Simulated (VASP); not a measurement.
# Al (P6_3/mmc) in VASP: further runs

Al is run at these levels: PBEsol; tasks: single point.

Program: VASP 6.6.1. These are calculated values, not measurements. Logs are shortened: lines on timing, memory, paths and dates and some standing lists are left out, and cuts for length are marked.

**1. The cell of the first run**

It takes space group P6_3/mmc (No. 194, hexagonal). The conventional cell has a = 2.827 Å, b = 2.827 Å, c = 9.186 Å, α = 90.00°, β = 90.00°, γ = 120.00°. Within 3.7 Å of Al (site symmetry -3m) lie 12 Al at 2.82 to 2.83 Å. Within 3.7 Å of Al (site symmetry -6m2) lie 12 Al at 2.82 to 2.83 Å.

**2. Single point, PBEsol**

Contents of INCAR:

```
  PREC = Accurate
  ENCUT = 520
  EDIFF = 1E-6
  ISMEAR = 1
  SIGMA = 0.15
  LREAL = False
  LASPH = True
  NELM = 60
  ALGO = Normal
  ISIF = 2
  LWAVE = False
  LCHARG = False
  GGA = PS
  NBANDS = 14
```

Contents of KPOINTS:

```
regular mesh
0
Gamma
  9 9 3
```

Contents of POSCAR:

```
Al
1.0
    2.8270770000      0.0000000000      0.0000000000
   -1.4135390000      2.4483210000      0.0000000000
    0.0000000000      0.0000000000      9.1859930000
Al
4
Direct
    0.0000000000      0.0000000000      0.0000000000
    0.3333333333      0.6666666667      0.2500000000
    0.0000000000      0.0000000000      0.5000000000
    0.6666666667      0.3333333333      0.7500000000
```

Potentials or basis: VASP PAW PBE potentials, release 64 (Al).

Run with:

```console
$ cat potpaw_PBE.64/Al/POTCAR > POTCAR
$ mpirun -np 1 vasp_std > vasp.out
```

OUTCAR:

```text
PREC = Accurate
   ENCUT = 520
   EDIFF = 1E-6
   ISMEAR = 1
   LREAL = False
   LASPH = True
   NELM = 60
   ISIF = 2
   GGA = PS

 ion  position               nearest neighbor table
   1  0.000  0.000  0.000-   4 2.82   2 2.82   4 2.82   2 2.82   4 2.82   2 2.82
   2  0.333  0.667  0.250-   1 2.82   3 2.82   1 2.82   3 2.82   1 2.82   3 2.82
   3  0.000  0.000  0.500-   4 2.82   2 2.82   4 2.82   2 2.82   4 2.82   2 2.82
   4  0.667  0.333  0.750-   1 2.82   3 2.82   1 2.82   3 2.82   1 2.82   3 2.82

  LATTYP: Found a hexagonal cell.
 ALAT       =     2.8270770000
 C/A-ratio  =     3.2492899910

  Lattice vectors:

 A1 = (   2.8270770000,   0.0000000000,   0.0000000000)
 A2 = (  -1.4135390000,   2.4483210000,   0.0000000000)
 A3 = (   0.0000000000,   0.0000000000,   9.1859930000)

Analysis of symmetry for initial positions (statically):
=====================================================================
 Subroutine PRICEL returns:
 Original cell was already a primitive cell.

 Routine SETGRP: Setting up the symmetry group for a
 hexagonal supercell.

 Subroutine GETGRP returns: Found 24 space group operations
 (whereof 12 operations were pure point group operations)
 out of a pool of 24 trial point group operations.

The static configuration has the point symmetry D_3d.
 The point group associated with its full space group is D_6h.

Analysis of symmetry for dynamics (positions and initial velocities):
=====================================================================
 Subroutine PRICEL returns:
 Original cell was already a primitive cell.

 Routine SETGRP: Setting up the symmetry group for a
 hexagonal supercell.

 Subroutine GETGRP returns: Found 24 space group operations
 (whereof 12 operations were pure point group operations)
 out of a pool of 24 trial point group operations.

The dynamic configuration has the point symmetry D_3d.
 The point group associated with its full space group is D_6h.

 Subroutine INISYM returns: Found 24 space group operations
 (whereof 12 operations are pure point group operations),
 and found     1 'primitive' translations

----------------------------------------------------------------------------------------

                                     Primitive cell

  volume of cell :      63.5817

  direct lattice vectors                    reciprocal lattice vectors
     2.827077000  0.000000000  0.000000000     0.353722237  0.204221659  0.000000000
[... 102 lines left out ...]
   EMIN   =  10.00;   EMAX   =-10.00  energy-range for DOS
   EFERMI =   0.00;   METHOD = LEGACY
   ISMEAR =     1;   SIGMA  =   0.15  broadening in eV -4-tet -1-fermi 0-gaus
   EFERMI_NEDOS =   21; number of points for ismear=-14 and -15
   IALGO  =     38    algorithm
   IMIX   =      4    mixing-type and parameters
     AMIX     =   0.40;   BMIX     =  1.00
     AMIX_MAG =   1.60;   BMIX_MAG =  1.00
  volume/ion in A,a.u.               =      15.90       107.27
  Fermi-wavevector in a.u.,A,eV,Ry     =   0.939055  1.774557 11.997958  0.881825
  Thomas-Fermi vector in A             =   2.066329
   LORBIT       =      0    0 simple, 1 ext, 2 COOP (PROOUT), +10 PAW based schemes
   GGA     = PS    functional components
   LHFCALC =     F    Hartree Fock is set to
   AEXX    =    0.0000 exact exchange contribution
   IVDW    =     0    specifies the selected vdW correction
   LEPSILON=     F    determine dielectric tensor
   LRPA    =     F    only Hartree local field effects (RPA)
 non-spin polarized calculation
 Methfessel and Paxton  Order N= 1 SIGMA  =   0.15
  energy-cutoff  :      520.00
  volume of cell :       63.58
 maximum number of plane-waves:      1720
 NGX is ok and might be reduce to    24
   NGX = 11   NGY = 11   NGZ = 35

 number of electron      12.0000000 magnetization

 Free energy of the ion-electron system (eV)
  ---------------------------------------------------
  ext. energy  EPLUGINS =         0.00000000
  ---------------------------------------------------
  free energy    TOTEN  =       -16.29099299 eV

  energy without entropy =      -16.28820089  energy(sigma->0) =      -16.29006229

 E-fermi :   8.2173     XC(G=0): -10.3946

 val. band max:        8.1941294257   @ k =   0.3333   0.2222   0.3333
 cond. band min:       8.2606529754   @ k =   0.3333   0.1111   0.0000
 fundamental gap:      0.0665235497
 Fermi energy:         8.2172560095

 k-point     1 :       0.0000    0.0000    0.0000
  band No.  band energies     occupation
      1      -3.0476      2.00000
      2      -1.3109      2.00000
      3      -1.2991      2.00000
      4       3.6290      2.00000
      5       3.9794      2.00000
      6      11.9459      0.00000
      7      11.9598      0.00000
      8      19.2002      0.00000
      9      19.2002      0.00000
     10      19.3597      0.00000
     11      19.3597      0.00000
     12      20.3158      0.00000
     13      20.3172      0.00000
     14      20.5014      0.00000
[... 377 lines left out ...]
      1       5.0076      2.00000
      2       5.1421      2.00000
      3       5.1421      2.00000
      4       5.4774      2.00000
      5       5.6683      2.00000
      6       5.6683      2.00000
      7       7.8084      2.00080
      8       7.8084      2.00080
      9       8.1385      1.76676
     10       9.6002     -0.00000
     11       9.9176     -0.00000
     12       9.9176     -0.00000
     13      13.9308      0.00000
     14      13.9308      0.00000

------------------------ aborting loop because EDIFF is reached ----------------------------------------

  FORCE on cell =-STRESS in cart. coord.  units (eV):
  Direction    XX          YY          ZZ          XY          YZ          ZX
  --------------------------------------------------------------------------------------
  -------------------------------------------------------------------------------------
  Total        0.0895269      0.0895270      1.7536639     -0.0000000      0.0000000      0.0000000
  in kB        2.2559643      2.2559652     44.1900857     -0.0000005      0.0000000      0.0000000
  external PRESSURE =      16.2340051 kB  Pullay stress =       0.0000000 kB

 VOLUME and BASIS-vectors are now :
 -----------------------------------------------------------------------------
  energy-cutoff  :      520.00
  volume of cell :       63.58
      direct lattice vectors                 reciprocal lattice vectors
     2.827077000  0.000000000  0.000000000     0.353722237  0.204221659  0.000000000
    -1.413539000  2.448321000  0.000000000     0.000000000  0.408443174  0.000000000
     0.000000000  0.000000000  9.185993000     0.000000000  0.000000000  0.108861394

 POSITION                                       TOTAL-FORCE (eV/Angst)
 -----------------------------------------------------------------------------------
      0.00000      0.00000      0.00000        -0.000000      0.000000      0.000000
     -0.00000      1.63221      2.29650         0.000000      0.000000     -0.000000
      0.00000      0.00000      4.59300        -0.000000      0.000000      0.000000
      1.41354      0.81611      6.88949        -0.000000     -0.000000      0.000000
 -----------------------------------------------------------------------------------
    total drift:                               -0.000000      0.000000      0.000000

  FREE ENERGIE OF THE ION-ELECTRON SYSTEM (eV)
  ---------------------------------------------------
  free  energy   TOTEN  =       -16.2909929905 eV

  energy  without entropy=      -16.2882008918  energy(sigma->0) =      -16.29006229
```

stdout:

```text
POSCAR found type information on POSCAR Al
 POSCAR found :  1 types and       4 ions
 scaLAPACK will be used
 -----------------------------------------------------------------------------
|                                                                             |
|                                                                             |
|     You enforced a specific xc type in the INCAR file but a different       |
|     I HOPE YOU KNOW WHAT YOU ARE DOING!                                     |
|                                                                             |
 -----------------------------------------------------------------------------

 LDA part: xc-table for (Slater+PW92), standard interpolation
 POSCAR, INCAR and KPOINTS ok, starting setup
 FFT: planning ... GRIDC
 FFT: planning ... GRID_SOFT
 FFT: planning ... GRID
 WAVECAR not read
 entering main loop
```

It took 25 s on 1 thread of AMD EPYC 7R13, shared host; peak memory 0.15 GiB.

What came out:

```yaml
Free_energy: -16.2910 eV
Pressure: 1.6 GPa
Band_gap_on_the_k_mesh: zero (band 6 reaches 12.38 eV, above the bottom of band 7 at 6.97 eV)
```

Stress tensor (GPa, compression positive):
```
0.23 0.00 0.00
0.00 0.23 0.00
0.00 0.00 4.42
```

Caveat: the PAW data sets were made with another functional, which shifts forces and pressure a little.

**3. Single point, PBEsol**

This run uses another cell than the first one, of 16.32 Å³/atom, 1.027 times its volume.

Contents of INCAR:

```
SYSTEM = Al
PREC     = Accurate       ! precision mode
ENCUT    = 520            ! plane-wave cutoff, eV
EDIFF    = 1E-7           ! SCF threshold, eV
ISMEAR   = 1              ! smearing method
SIGMA    = 0.15           ! smearing width, eV
LREAL    = .FALSE.        ! projectors in reciprocal space
LASPH    = .TRUE.         ! aspherical terms in the spheres
NELM     = 60             ! most SCF steps
ALGO     = Normal         ! electronic algorithm
ISIF     = 2              ! what is computed and relaxed
LWAVE    = .FALSE.        ! write WAVECAR
LCHARG   = .TRUE.         ! write CHGCAR
GGA      = PS             ! functional
LELF     = .TRUE.         ! ELF
LVHAR    = .TRUE.       
NBANDS   = 14             ! bands
```

Contents of KPOINTS:

```
Automatic mesh
0
G
  9 9 3
  0 0 0
```

Contents of POSCAR:

```
Al
1.0
    2.8519864509      0.0000000000      0.0000000000
   -1.4259937298      2.4698932217      0.0000000000
    0.0000000000      0.0000000000      9.2669310295
Al
4
Direct
    0.0000000000      0.0000000000      0.0000000000
    0.3333333333      0.6666666667      0.2500000000
    0.0000000000      0.0000000000      0.5000000000
    0.6666666667      0.3333333333      0.7500000000
```

Potentials or basis: VASP PAW PBE potentials, release 64 (Al).

Run with:

```console
$ cat potpaw_PBE.64/Al/POTCAR > POTCAR
$ mpirun -np 1 vasp_std > vasp.out
```

OUTCAR:

```text
SYSTEM = Al
   PREC = Accurate
   ENCUT = 520
   EDIFF = 1E-7
   ISMEAR = 1
   LREAL = .FALSE.
   LASPH = .TRUE.
   NELM = 60
   ISIF = 2
   GGA = PS

 ion  position               nearest neighbor table
   1  0.000  0.000  0.000-   4 2.84   2 2.84   4 2.84   2 2.84   4 2.84   2 2.84
   2  0.333  0.667  0.250-   1 2.84   3 2.84   1 2.84   3 2.84   1 2.84   3 2.84
   3  0.000  0.000  0.500-   4 2.84   2 2.84   4 2.84   2 2.84   4 2.84   2 2.84
   4  0.667  0.333  0.750-   1 2.84   3 2.84   1 2.84   3 2.84   1 2.84   3 2.84

  LATTYP: Found a hexagonal cell.
 ALAT       =     2.8519864509
 C/A-ratio  =     3.2492899910

  Lattice vectors:

 A1 = (   2.8519864509,   0.0000000000,   0.0000000000)
 A2 = (  -1.4259937298,   2.4698932217,   0.0000000000)
 A3 = (   0.0000000000,   0.0000000000,   9.2669310295)

Analysis of symmetry for initial positions (statically):
=====================================================================
 Subroutine PRICEL returns:
 Original cell was already a primitive cell.

 Routine SETGRP: Setting up the symmetry group for a
 hexagonal supercell.

 Subroutine GETGRP returns: Found 24 space group operations
[... 189 lines left out ...]
     10      18.9042      0.00000
     11      18.9043      0.00000
     12      19.8870      0.00000
     13      19.8888      0.00000
     14      20.0876      0.00000
[... 377 lines left out ...]
      1       4.7737      2.00000
      2       4.9275      2.00000
      3       4.9275      2.00000
      4       5.2457      2.00000
      5       5.4427      2.00000
      6       5.4427      2.00000
      7       7.5497      2.00175
      8       7.5497      2.00175
      9       7.8137      1.98092
     10       9.2730     -0.00000
     11       9.6005     -0.00000
     12       9.6005     -0.00000
     13      13.5542      0.00000
     14      13.5542      0.00000

------------------------ aborting loop because EDIFF is reached ----------------------------------------

  FORCE on cell =-STRESS in cart. coord.  units (eV):
  Direction    XX          YY          ZZ          XY          YZ          ZX
  --------------------------------------------------------------------------------------
  -------------------------------------------------------------------------------------
  Total       -0.7984378     -0.7984381      0.9211966      0.0000002      0.0000000      0.0000000
  in kB      -19.5970231    -19.5970311     22.6100414      0.0000040      0.0000000      0.0000000
  external PRESSURE =      -5.5280043 kB  Pullay stress =       0.0000000 kB

 VOLUME and BASIS-vectors are now :
 -----------------------------------------------------------------------------
  energy-cutoff  :      520.00
  volume of cell :       65.28
      direct lattice vectors                 reciprocal lattice vectors
     2.851986451  0.000000000  0.000000000     0.350632802  0.202437973  0.000000000
    -1.425993730  2.469893222  0.000000000     0.000000000  0.404875802  0.000000000
     0.000000000  0.000000000  9.266931030     0.000000000  0.000000000  0.107910591

 POSITION                                       TOTAL-FORCE (eV/Angst)
 -----------------------------------------------------------------------------------
      0.00000      0.00000      0.00000        -0.000000     -0.000000     -0.000000
     -0.00000      1.64660      2.31673         0.000000      0.000000     -0.000000
      0.00000      0.00000      4.63347        -0.000000     -0.000000     -0.000000
      1.42599      0.82330      6.95020        -0.000000     -0.000000      0.000000
 -----------------------------------------------------------------------------------
    total drift:                               -0.000000      0.000000      0.000000

  FREE ENERGIE OF THE ION-ELECTRON SYSTEM (eV)
  ---------------------------------------------------
  free  energy   TOTEN  =       -16.2964418832 eV

  energy  without entropy=      -16.2933758557  energy(sigma->0) =      -16.29541987
```

OSZICAR:

```text
N       E                     dE             d eps       ncg     rms          rms(c)
DAV:   1     0.581914671000E+01    0.58191E+01   -0.43361E+03   672   0.670E+02
DAV:   2    -0.156555941492E+02   -0.21475E+02   -0.19909E+02   882   0.899E+01
DAV:   3    -0.164092516550E+02   -0.75366E+00   -0.73649E+00   902   0.136E+01
DAV:   4    -0.164148018939E+02   -0.55502E-02   -0.55487E-02   864   0.143E+00
DAV:   5    -0.164148598496E+02   -0.57956E-04   -0.57956E-04   882   0.155E-01    0.281E+00
DAV:   6    -0.163439492745E+02    0.70911E-01   -0.84436E-03   824   0.458E-01    0.160E+00
DAV:   7    -0.162971286138E+02    0.46821E-01   -0.19278E-02   780   0.668E-01    0.245E-01
DAV:   8    -0.162964558371E+02    0.67278E-03   -0.45533E-04   968   0.107E-01    0.342E-02
DAV:   9    -0.162964432122E+02    0.12625E-04   -0.29693E-05   832   0.258E-02    0.116E-02
DAV:  10    -0.162964430354E+02    0.17681E-06   -0.10412E-06   940   0.584E-03    0.295E-03
DAV:  11    -0.162964423382E+02    0.69719E-06   -0.17535E-08   562   0.813E-04    0.163E-03
DAV:  12    -0.162964419141E+02    0.42406E-06   -0.60251E-09   552   0.520E-04    0.537E-04
DAV:  13    -0.162964418832E+02    0.30881E-07   -0.91681E-10   504   0.213E-04
   1 F= -.16296442E+02 E0= -.16295420E+02  d E =-.306603E-02
```

Run time: 36 s. Hardware: 1 thread of AMD EPYC 7R13, shared host; peak memory 0.15 GiB.

Results:

```
Free energy            : -16.2964 eV
Pressure               : -0.6 GPa
Band gap on the k mesh : zero (band 6 reaches 12.05 eV, above the bottom of band 7 at 6.70 eV)
```

Caveat: the PAW data sets were made with another functional, which shifts forces and pressure a little.

**4. Single point, PBEsol**

This run uses another cell than the first one, of 16.74 Å³/atom, 1.053 times its volume.

Contents of INCAR:

```
SYSTEM = Al
ALGO = Normal
EDIFF = 1E-6
ENCUT = 520
GGA = PS
ISIF = 2
ISMEAR = 1
LASPH = .True.
LCHARG = .False.
LREAL = .False.
LWAVE = .False.
NBANDS = 14
NELM = 80
PREC = Accurate
SIGMA = 0.15
```

Contents of KPOINTS:

```
k-points
0
Gamma
  9 9 3
  0 0 0
```

Contents of POSCAR:

```
Al
1.0
    2.8764682187      0.0000000000      0.0000000000
   -1.4382346181      2.4910950589      0.0000000000
    0.0000000000      0.0000000000      9.3464793927
Al
4
Direct
    0.0000000000      0.0000000000      0.0000000000
    0.3333333333      0.6666666667      0.2500000000
    0.0000000000      0.0000000000      0.5000000000
    0.6666666667      0.3333333333      0.7500000000
```

Run with:

```console
$ cat potpaw_PBE.64/Al/POTCAR > POTCAR
$ mpirun -np 1 vasp_std > vasp.out
```

It took 29 s on 1 thread of AMD EPYC 7R13, shared host; peak memory 0.15 GiB.

The run converged. Its results:

```yaml
Free_energy: -16.2805 eV
Pressure: -2.4 GPa
Band_gap_on_the_k_mesh: zero (band 6 reaches 11.74 eV, above the bottom of band 7 at 6.45 eV)
```

Stress tensor (GPa, compression positive):
```
-3.82  0.00  0.00
 0.00 -3.82  0.00
 0.00  0.00  0.33
```

Levels at points of the mesh, in eV from the Fermi level:
```csv
k point,band 1,band 2,band 3,band 4,band 5,band 6,band 7,band 8,band 9,band 10
"(0.00, 0.00, 0.00)",-10.90,-9.21,-9.21,-4.38,-4.16,3.63,3.64,10.58,10.58,10.80
```

Caveat: the PAW data sets were made with another functional, which shifts forces and pressure a little.

(Continued in part 2 of 2.)
